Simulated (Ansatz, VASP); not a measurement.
## SiBiS: VASP beside Ansatz

```
Si Bi S
1.0
     1.71243   -5.69747    0.00000
     1.71243    5.69747    0.00000
     0.00000    0.00000    6.75745
Si Bi S
2 2 2
Direct
  0.00000 0.00000 0.00000
  0.00000 0.00000 0.50000
  0.68551 0.31449 0.75000
  0.31449 0.68551 0.25000
  0.41579 0.58421 0.75000
  0.58421 0.41579 0.25000
```

Change from the starting cell: species swapped into the GdAlGe type (Cmcm, No. 63).

Alike in both runs: functional PBE; k mesh 10 × 10 × 6; occupations gaussian, width 0.1 eV; no spin polarisation.

Ansatz relaxed the structure, and its values are those at the end. VASP's run is a single point on that final structure, the one shown.

|  | VASP | Ansatz |
| --- | --- | --- |
| version | VASP 6.6.1 | Ansatz 0.2.0 |
| potentials or method | VASP PAW PBE potentials, release 64 (Si, Bi_d, S), cutoff 520 eV | scalar-relativistic, plane waves, PAW |
| valence electrons in the cell | 50 | 50 |

Ansatz gave:

| Property | Result |
| --- | --- |
| gap on the k mesh at the Fermi level (eV) | none |
| pressure (GPa) | 0.0 |

Problem. Estimate VASP's values.

Solution. gap on the k mesh at the Fermi level (eV): none; pressure (GPa): -0.1.

A gap of «none» marks a metal or a gap that the smearing closes.

Spin-orbit coupling is off throughout.
